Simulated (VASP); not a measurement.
A run of VASP 6.6.1 is set up as follows.

POSCAR

```
CdSe
1.0
    0.0000000000      3.0678016971      3.0678016971
    3.0678016971      0.0000000000      3.0678016971
    3.0678016971      3.0678016971      0.0000000000
Cd Se
1 1
Direct
    0.0000000000      0.0000000000      0.0000000000
    0.7500000000      0.7500000000      0.7500000000
```

Contents of INCAR.step1:

```
SYSTEM = CdSe
PREC = Accurate ; ENCUT = 550
ISMEAR = 0 ; SIGMA = 0.01
LREAL = .False. ; LASPH = .True.
NELM = 120 ; NBANDS = 16
GGA = PE ; ALGO = Normal
EDIFF = 1E-5 ; LWAVE = .True.
LCHARG = .False. ; GGA_COMPAT = .False.
```

Contents of INCAR.step2:

```
SYSTEM = CdSe
PREC = Accurate ; ENCUT = 550
EDIFF = 1E-6 ; ISMEAR = 0
SIGMA = 0.01 ; LREAL = .False.
LASPH = .True. ; NELM = 120
ALGO = Normal ; ISIF = 2
LWAVE = .False. ; LCHARG = .False.
METAGGA = R2SCAN ; LMIXTAU = .True.
NBANDS = 16 ; ISTART = 1
GGA_COMPAT = .False.
```

File KPOINTS:

```
Automatic mesh
0
Gamma
  8 8 8
  0 0 0
```

Potentials or basis: VASP PAW PBE potentials, release 64 (Cd, Se).

Command:

```bash
$ cat potpaw_PBE.64/Cd/POTCAR potpaw_PBE.64/Se/POTCAR > POTCAR
$ cp INCAR.step1 INCAR
$ mpirun -np 1 vasp_std > vasp.out
$ cp INCAR.step2 INCAR
$ mpirun -np 1 vasp_std > vasp.out
```

Q: What does it give for the pressure?

A: 0.2 GPa.

Q: Predict the band gap on the k mesh.

A: 1.03 eV.

Caveat: the PAW data sets were made with another functional, which shifts forces and pressure a little.
